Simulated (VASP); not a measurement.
# SrCl2 (I4/mmm) in VASP: notebook

Runs on SrCl2. Level: PBE. Tasks: single point.

Everything below comes from runs of VASP 6.6.1. Logs are shortened: lines on timing, memory, paths and dates and some standing lists are left out, and cuts for length are marked.

## 1. The cell of the first run

The structure is tetragonal, space group I4/mmm (No. 139). Conventional cell: a = 5.082 Å, b = 5.082 Å, c = 7.073 Å, α = 90.00°, β = 90.00°, γ = 90.00°. Sr (site symmetry 4/mmm) has 8 Cl at 3.10 Å within 4.1 Å. Within 4.1 Å of Cl (site symmetry -4m2) lie 4 Sr at 3.10 Å and 6 Cl at 3.54 to 3.59 Å.

## 2. Single point, PBE (30.45 Å³/atom)

Contents of INCAR:

```
PREC = Accurate
ENCUT = 520
EDIFF = 1E-7
ISMEAR = 0
SIGMA = 0.05
LREAL = False
LASPH = True
NELM = 60
ALGO = Normal
ISIF = 2
LWAVE = False
LCHARG = False
GGA = PE
NBANDS = 19
```

Contents of KPOINTS:

```
regular mesh
0
Gamma
  6 6 6
```

Contents of POSCAR:

```
SrCl2
1.0
    0.0000000000      3.5938169234      3.5366752343
    3.5938169234      0.0000000000      3.5366752343
    3.5938169234      3.5938169234      0.0000000000
Sr Cl
1 2
Direct
    0.0000000000      0.0000000000      0.0000000000
    0.2500000000      0.2500000000      0.2500000000
    0.7500000000      0.7500000000      0.7500000000
```

Potentials or basis: VASP PAW PBE potentials, release 64 (Sr_sv, Cl).

The run is started by

```bash
cat potpaw_PBE.64/Sr_sv/POTCAR potpaw_PBE.64/Cl/POTCAR > POTCAR
mpirun -np 1 vasp_std > vasp.out
```

OUTCAR:

```text
PREC = Accurate
   ENCUT = 520
   EDIFF = 1E-7
   ISMEAR = 0
   LREAL = False
   LASPH = True
   NELM = 60
   ISIF = 2
   GGA = PE

 ion  position               nearest neighbor table
   1  0.000  0.000  0.000-   3 3.10   3 3.10   3 3.10   2 3.10   2 3.10   2 3.10   3 3.10   2 3.10

   2  0.250  0.250  0.250-   1 3.10   1 3.10   1 3.10   1 3.10
   3  0.750  0.750  0.750-   1 3.10   1 3.10   1 3.10   1 3.10

  LATTYP: Found a body centered tetragonal cell.
 ALAT       =     5.0824246338
 C/A-ratio  =     1.3917275667

  Lattice vectors:

 A1 = (   0.0000000000,  -3.5938169234,  -3.5366752343)
 A2 = (   0.0000000000,   3.5938169234,  -3.5366752343)
 A3 = (   3.5938169234,   0.0000000000,   3.5366752343)

Analysis of symmetry for initial positions (statically):
=====================================================================
 Subroutine PRICEL returns:
 Original cell was already a primitive cell.

 Routine SETGRP: Setting up the symmetry group for a
 body centered tetragonal supercell.

 Subroutine GETGRP returns: Found 16 space group operations
 (whereof 16 operations were pure point group operations)
 out of a pool of 16 trial point group operations.

The static configuration has the point symmetry D_4h.

Analysis of symmetry for dynamics (positions and initial velocities):
=====================================================================
 Subroutine PRICEL returns:
 Original cell was already a primitive cell.

 Routine SETGRP: Setting up the symmetry group for a
 body centered tetragonal supercell.

 Subroutine GETGRP returns: Found 16 space group operations
 (whereof 16 operations were pure point group operations)
 out of a pool of 16 trial point group operations.

The dynamic configuration has the point symmetry D_4h.

 Subroutine INISYM returns: Found 16 space group operations
 (whereof 16 operations are pure point group operations),
 and found     1 'primitive' translations

----------------------------------------------------------------------------------------

                                     Primitive cell

  volume of cell :      91.3560

  direct lattice vectors                    reciprocal lattice vectors
     0.000000000  3.593816923  3.536675234    -0.139127844  0.139127844  0.141375718
     3.593816923  0.000000000  3.536675234     0.139127844 -0.139127844  0.141375718
     3.593816923  3.593816923  0.000000000     0.139127844  0.139127844 -0.141375718

  length of vectors
     5.042181253  5.042181253  5.082424634     0.242281257  0.242281257  0.242281257

  position of ions in fractional coordinates (direct lattice)
     0.000000000  0.000000000  0.000000000
     0.250000000  0.250000000  0.250000000
     0.750000000  0.750000000  0.750000000

  ion indices of the primitive-cell ions
   primitive index   ion index
                 1           1
                 2           2
                 3           3

----------------------------------------------------------------------------------------

 KPOINTS: regular mesh

Automatic generation of k-mesh.
 Grid dimensions read from file:
 generate k-points for:    6    6    6

 Generating k-lattice:

  Cartesian coordinates                     Fractional coordinates (reciprocal lattice)
    -0.023187974  0.023187974  0.023562620     0.166666667  0.000000000  0.000000000
     0.023187974 -0.023187974  0.023562620     0.000000000  0.166666667  0.000000000
     0.023187974  0.023187974 -0.023562620     0.000000000  0.000000000  0.166666667

  Length of vectors
     0.040380210  0.040380210  0.040380210

  Shift w.r.t. Gamma in fractional coordinates (k-lattice)
     0.000000000  0.000000000  0.000000000

 Subroutine IBZKPT returns following result:
 ===========================================

 Found     30 irreducible k-points:

 Following reciprocal coordinates:
            Coordinates               Weight
  0.000000  0.000000  0.000000      1.000000
  0.166667 -0.000000  0.000000      8.000000
  0.333333  0.000000  0.000000      8.000000
  0.500000 -0.000000  0.000000      4.000000
  0.166667  0.166667  0.000000      2.000000
  0.333333  0.166667  0.000000      8.000000
[... 16 lines left out ...]
  0.333333  0.000000  0.333333      4.000000
  0.500000 -0.000000  0.333333     16.000000
 [... further k-points ...]
   k-points           NKPTS =     30   k-points in BZ     NKDIM =     30   number of bands    NBANDS=     19
   number of dos      NEDOS =    301   number of ions     NIONS =      3
   total plane-waves  NPLWV =  64000
   dimension x,y,z NGX =    40 NGY =   40 NGZ =   40
   dimension x,y,z NGXF=    80 NGYF=   80 NGZF=   80
   ions per type =               1   2
   NGX,Y,Z   is equivalent  to a cutoff of  13.19, 13.19, 13.08 a.u.
   NGXF,Y,Z  is equivalent  to a cutoff of  26.38, 26.38, 26.17 a.u.
 SYSTEM =  unknown system
   PREC   = accura    normal or accurate (medium, high low for compatibility)
   ISTART =      0    job   : 0-new  1-cont  2-samecut
   ICHARG =      2    charge: 1-file 2-atom 10-const
   ISPIN  =      1    spin polarized calculation?
   LNONCOLLINEAR =      F non collinear calculations
   LSORBIT =      F    spin-orbit coupling
   LASPH  =      T    aspherical Exc in radial PAW
   ENCUT  =  520.0 eV  38.22 Ry    6.18 a.u.   9.38  9.38  9.45*2*pi/ulx,y,z
   NELM   =     60;   NELMIN=  2; NELMDL= -5     # of ELM steps
   EDIFF  = 0.1E-06   stopping-criterion for ELM
   LREAL  =      F    real-space projection
   EDIFFG = 0.1E-05   stopping-criterion for IOM
   NSW    =      0    number of steps for IOM
   IBRION =     -1    ionic relax: 0-MD 1-quasi-New 2-CG
   NFREE  =      0    steps in history (QN), initial steepest desc. (CG)
   ISIF   =      2    stress and relaxation
   ISYM   =      2    0-nonsym 1-usesym 2-fastsym
   POTIM  = 0.5000    time-step for ionic-motion
   TEBEG  =    0.0;   TEEND  =   0.0 temperature during run
   PSTRESS=    0.0 pullay stress
   NELECT =      24.0000    total number of electrons
   NUPDOWN=      -1.0000    fix difference up-down
   EMIN   =  10.00;   EMAX   =-10.00  energy-range for DOS
   EFERMI =   0.00;   METHOD = LEGACY
   ISMEAR =     0;   SIGMA  =   0.05  broadening in eV -4-tet -1-fermi 0-gaus
   EFERMI_NEDOS =   21; number of points for ismear=-14 and -15
   IALGO  =     38    algorithm
   IMIX   =      4    mixing-type and parameters
     AMIX     =   0.40;   BMIX     =  1.00
     AMIX_MAG =   1.60;   BMIX_MAG =  1.00
  volume/ion in A,a.u.               =      30.45       205.50
  Fermi-wavevector in a.u.,A,eV,Ry     =   1.048495  1.981368 14.957443  1.099341
  Thomas-Fermi vector in A             =   2.183419
   LORBIT       =      0    0 simple, 1 ext, 2 COOP (PROOUT), +10 PAW based schemes
   GGA     = PE    functional components
   LHFCALC =     F    Hartree Fock is set to
   AEXX    =    0.0000 exact exchange contribution
   IVDW    =     0    specifies the selected vdW correction
   LEPSILON=     F    determine dielectric tensor
   LRPA    =     F    only Hartree local field effects (RPA)
 non-spin polarized calculation
 Gauss-broadening in eV      SIGMA  =   0.05
  energy-cutoff  :      520.00
  volume of cell :       91.36
 maximum number of plane-waves:      2497
 NGX is ok and might be reduce to    40
   NGX = 19   NGY = 19   NGZ = 19

 number of electron      23.9999998 magnetization

 Free energy of the ion-electron system (eV)
  ---------------------------------------------------
  ext. energy  EPLUGINS =         0.00000000
  ---------------------------------------------------
  free energy    TOTEN  =       -12.77353961 eV

  energy without entropy =      -12.77353961  energy(sigma->0) =      -12.77353961

 E-fermi :   0.0960     XC(G=0):  -7.9719

 val. band max:       -0.2451452906   @ k =   0.5000   0.5000   0.0000
 cond. band min:       4.7475333914   @ k =   0.0000   0.0000   0.0000
 fundamental gap:      4.9926786821
 Fermi energy:         0.0960379332

 k-point     1 :       0.0000    0.0000    0.0000
  band No.  band energies     occupation
      1     -33.4464      2.00000
      2     -15.4117      2.00000
      3     -15.4064      2.00000
      4     -15.4064      2.00000
      5     -13.3958      2.00000
      6     -12.6846      2.00000
[... 11 lines left out ...]
     18       8.5820      0.00000
     19       8.6335      0.00000

 k-point     2 :       0.1667   -0.0000    0.0000
  band No.  band energies     occupation
      1     -33.4459      2.00000
      2     -15.4584      2.00000
      3     -15.4120      2.00000
      4     -15.4089      2.00000
      5     -13.2919      2.00000
      6     -12.7323      2.00000
[... 11 lines left out ...]
     18       8.1732      0.00000
     19       9.1071      0.00000

 k-point     3 :       0.3333    0.0000    0.0000
  band No.  band energies     occupation
      1     -33.4449      2.00000
      2     -15.5457      2.00000
      3     -15.4166      2.00000
      4     -15.4138      2.00000
      5     -13.1129      2.00000
      6     -12.8056      2.00000
[... 11 lines left out ...]
     18       7.9761      0.00000
     19       8.4584      0.00000

 k-point     4 :       0.5000   -0.0000    0.0000
  band No.  band energies     occupation
      1     -33.4444      2.00000
      2     -15.5844      2.00000
      3     -15.4188      2.00000
      4     -15.4162      2.00000
      5     -13.0572      2.00000
      6     -12.8104      2.00000
[... 11 lines left out ...]
     18       7.9695      0.00000
     19       7.9897      0.00000

 k-point     5 :       0.1667    0.1667    0.0000
  band No.  band energies     occupation
      1     -33.4457      2.00000
      2     -15.4723      2.00000
      3     -15.4122      2.00000
      4     -15.4122      2.00000
      5     -13.2522      2.00000
      6     -12.7549      2.00000
[... 11 lines left out ...]
     18       8.2581      0.00000
     19       8.3326      0.00000

 k-point     6 :       0.3333    0.1667    0.0000
  band No.  band energies     occupation
      1     -33.4449      2.00000
      2     -15.5341      2.00000
      3     -15.4266      2.00000
      4     -15.4175      2.00000
      5     -13.0874      2.00000
      6     -12.8290      2.00000
[... 11 lines left out ...]
     18       7.8990      0.00000
     19       8.8182      0.00000

 k-point     7 :       0.5000    0.1667    0.0000
  band No.  band energies     occupation
      1     -33.4443      2.00000
      2     -15.5687      2.00000
      3     -15.4504      2.00000
      4     -15.4196      2.00000
      5     -13.0026      2.00000
      6     -12.8403      2.00000
[... 11 lines left out ...]
     18       8.0662      0.00000
     19       8.5438      0.00000

 k-point     8 :      -0.3333    0.1667    0.0000
  band No.  band energies     occupation
      1     -33.4444      2.00000
      2     -15.5522      2.00000
      3     -15.4565      2.00000
      4     -15.4163      2.00000
      5     -13.0254      2.00000
      6     -12.8331      2.00000
[... 256 lines left out ...]
 k-point    20 :      -0.3333    0.3333    0.1667
  band No.  band energies     occupation
      1     -33.4439      2.00000
      2     -15.5450      2.00000
      3     -15.5033      2.00000
      4     -15.4244      2.00000
      5     -12.9307      2.00000
      6     -12.8664      2.00000
[... 11 lines left out ...]
     18       8.3699      0.00000
     19       9.2916      0.00000

 k-point    21 :      -0.1667    0.3333    0.1667
  band No.  band energies     occupation
      1     -33.4443      2.00000
      2     -15.5549      2.00000
      3     -15.4668      2.00000
      4     -15.4208      2.00000
      5     -12.9719      2.00000
      6     -12.8625      2.00000
[... 11 lines left out ...]
     18       7.9723      0.00000
     19       9.1520      0.00000

 k-point    22 :      -0.3333    0.5000    0.1667
  band No.  band energies     occupation
      1     -33.4437      2.00000
      2     -15.5769      2.00000
      3     -15.4802      2.00000
      4     -15.4290      2.00000
      5     -12.9256      2.00000
      6     -12.8535      2.00000
[... 11 lines left out ...]
     18       8.7340      0.00000
     19       9.3066      0.00000

 k-point    23 :       0.3333    0.0000    0.3333
  band No.  band energies     occupation
      1     -33.4445      2.00000
      2     -15.5759      2.00000
      3     -15.4288      2.00000
      4     -15.4220      2.00000
      5     -12.9859      2.00000
      6     -12.8659      2.00000
[... 11 lines left out ...]
     18       7.4771      0.00000
     19       8.8510      0.00000

 k-point    24 :       0.5000   -0.0000    0.3333
  band No.  band energies     occupation
      1     -33.4440      2.00000
      2     -15.5907      2.00000
      3     -15.4541      2.00000
      4     -15.4273      2.00000
      5     -12.9131      2.00000
      6     -12.8812      2.00000
[... 11 lines left out ...]
     18       8.2328      0.00000
     19       9.0436      0.00000

 [... further k-points ...]

------------------------ aborting loop because EDIFF is reached ----------------------------------------

  FORCE on cell =-STRESS in cart. coord.  units (eV):
  Direction    XX          YY          ZZ          XY          YZ          ZX
  --------------------------------------------------------------------------------------
  -------------------------------------------------------------------------------------
  Total       -0.9000576     -0.9000576     -0.4762670      0.0000000      0.0000000     -0.0000000
  in kB      -15.7849710    -15.7849710     -8.3526453      0.0000000      0.0000000     -0.0000000
  external PRESSURE =     -13.3075291 kB  Pullay stress =       0.0000000 kB

 VOLUME and BASIS-vectors are now :
 -----------------------------------------------------------------------------
  energy-cutoff  :      520.00
  volume of cell :       91.36
      direct lattice vectors                 reciprocal lattice vectors
     0.000000000  3.593816923  3.536675234    -0.139127844  0.139127844  0.141375718
     3.593816923  0.000000000  3.536675234     0.139127844 -0.139127844  0.141375718
     3.593816923  3.593816923  0.000000000     0.139127844  0.139127844 -0.141375718

 POSITION                                       TOTAL-FORCE (eV/Angst)
 -----------------------------------------------------------------------------------
      0.00000      0.00000      0.00000         0.000000     -0.000000      0.000000
      1.79691      1.79691      1.76834        -0.000000     -0.000000     -0.000000
      5.39073      5.39073      5.30501         0.000000      0.000000      0.000000
 -----------------------------------------------------------------------------------
    total drift:                               -0.000000     -0.000000      0.000000

  FREE ENERGIE OF THE ION-ELECTRON SYSTEM (eV)
  ---------------------------------------------------
  free  energy   TOTEN  =       -12.7735396143 eV

  energy  without entropy=      -12.7735396143  energy(sigma->0) =      -12.77353961
```

It took 87 s on 1 thread of Intel Xeon 8259CL, shared host; peak memory 0.25 GiB.

What came out:

```yaml
Free_energy: -12.7735 eV
Pressure: -1.3 GPa
Band_gap_on_the_k_mesh: 4.99 eV (least direct gap 5.29 eV)
```

A k mesh can miss the band edges. Expect the measured gap to be larger: semilocal functionals such as PBE lack the derivative discontinuity.

## 3. Single point, PBE (30.45 Å³/atom)

Contents of INCAR:

```
SYSTEM = SrCl2
PREC = Accurate
ENCUT = 520
EDIFF = 1E-6
ISMEAR = 0
SIGMA = 0.05
LREAL = .FALSE.
LASPH = .TRUE.
NELM = 60
ALGO = Normal
ISIF = 2
LWAVE = .FALSE.
LCHARG = .FALSE.
GGA = PE
NBANDS = 19
```

Contents of KPOINTS:

```
regular mesh
0
G
  6 6 6
  0 0 0
```

Contents of POSCAR:

```
SrCl2
1.0
    0.0000000000      3.5177837287      3.6912104665
    3.5177837287      0.0000000000      3.6912104665
    3.5177837287      3.5177837287      0.0000000000
Sr Cl
1 2
Direct
    0.0000000000      0.0000000000      0.0000000000
    0.2500000000      0.2500000000      0.2500000000
    0.7500000000      0.7500000000      0.7500000000
```

Potentials or basis: VASP PAW PBE potentials, release 64 (Sr_sv, Cl).

The run is started by

```bash
cat potpaw_PBE.64/Sr_sv/POTCAR potpaw_PBE.64/Cl/POTCAR > POTCAR
mpirun -np 1 vasp_std > vasp.out
```

It took 98 s on 1 thread of Intel Xeon 8259CL, shared host; peak memory 0.26 GiB.

The run converged. Its results:

| Quantity | Value |
| --- | --- |
| Free energy | -12.7556 eV |
| Pressure | -1.3 GPa |
| Band gap on the k mesh | 4.90 eV (least direct gap 5.20 eV) |

Stress tensor (GPa, compression positive):
```
-0.58  0.00  0.00
 0.00 -0.58  0.00
 0.00  0.00 -2.80
```

Levels at points of the mesh, in eV from the valence-band top:
| k point | band 8 | band 9 | band 10 | band 11 | band 12 | band 13 | band 14 | band 15 | band 16 | band 17 |
| --- | --- | --- | --- | --- | --- | --- | --- | --- | --- | --- |
| (0.00, 0.00, 0.00) | -2.02 | -1.90 | -0.62 | -0.29 | -0.29 | 4.90 | 5.91 | 6.14 | 8.70 | 8.75 |
| (0.50, 0.00, 0.00) | -1.44 | -1.43 | -1.29 | -1.07 | -1.03 | 6.49 | 6.55 | 7.11 | 7.63 | 8.13 |
| (0.50, 0.50, 0.00) | -1.80 | -1.80 | -0.37 | -0.37 | -0.26 | 5.42 | 6.52 | 7.30 | 7.52 | 7.52 |
| (0.50, 0.00, 0.50) | -1.89 | -1.73 | -0.66 | -0.29 | 0.00 | 5.40 | 6.84 | 7.31 | 7.69 | 7.80 |

A k mesh can miss the band edges. Expect the measured gap to be larger: semilocal functionals such as PBE lack the derivative discontinuity.

## 4. Single point, PBE (30.45 Å³/atom)

Contents of INCAR:

```
SYSTEM = SrCl2
ALGO = Normal
EDIFF = 1E-6
ENCUT = 520
GGA = PE
ISIF = 2
ISMEAR = 0
LASPH = .TRUE.
LCHARG = .TRUE.
LELF = .TRUE.
LREAL = .FALSE.
LVHAR = .TRUE.
LWAVE = .FALSE.
NBANDS = 19
NELM = 80
PREC = Accurate
SIGMA = 0.05
```

Contents of KPOINTS:

```
k-points
0
G
  6 6 6
  0 0 0
```

Contents of POSCAR:

```
SrCl2
1.0
    0.0000000000      3.5555705185      3.6131707609
    3.5555705185      0.0000000000      3.6131707609
    3.5555705185      3.5555705185      0.0000000000
Sr Cl
1 2
Direct
    0.0000000000      0.0000000000      0.0000000000
    0.2500000000      0.2500000000      0.2500000000
    0.7500000000      0.7500000000      0.7500000000
```

The run is started by

```bash
cat potpaw_PBE.64/Sr_sv/POTCAR potpaw_PBE.64/Cl/POTCAR > POTCAR
mpirun -np 1 vasp_std > vasp.out
```

Run time: 98 s. Hardware: 1 thread of Intel Xeon 8259CL, shared host; peak memory 0.26 GiB.

The run converged. Its results:

* Free energy: -12.7735 eV
* Pressure: -1.3 GPa
* Band gap on the k mesh: 5.02 eV (least direct gap 5.32 eV)

Stress tensor (GPa, compression positive):
```
-1.08  0.00  0.00
 0.00 -1.08  0.00
 0.00  0.00 -1.82
```

Levels at points of the mesh, in eV from the valence-band top:
```
           k point  band 10  band 11  band 12  band 13  band 14  band 15
(0.00, 0.00, 0.00)    -0.41    -0.30    -0.30     5.02     6.03     6.12
(0.50, 0.00, 0.00)    -1.22    -0.99    -0.98     6.59     6.61     7.20
(0.50, 0.50, 0.00)    -0.36    -0.36    -0.09     5.49     6.73     7.38
(0.50, 0.00, 0.50)    -0.45    -0.33     0.00     5.49     6.84     7.37
```

## 5. The runs side by side

| cell | gap on the mesh (eV) | pressure (GPa) |
| --- | --- | --- |
| a = 5.042, b = 5.042, c = 5.082 Å, angles 59.7, 59.7, 60.5°, 3 atoms | 4.99 | -1.3 |
| a = 5.099, b = 5.099, c = 4.975 Å, angles 60.8, 60.8, 58.4°, 3 atoms | 4.90 | -1.3 |
| a = 5.069, b = 5.069, c = 5.028 Å, angles 60.3, 60.3, 59.5°, 3 atoms | 5.02 | -1.3 |

Alike in all rows: task single point; level PBE; potentials or basis VASP PAW PBE potentials, release 64 (Sr_sv, Cl); no spin polarisation; k mesh 6 × 6 × 6; cutoff (eV) 520; smearing gaussian 0.05 eV.

Absolute energies hang on the potentials; compare differences alone.
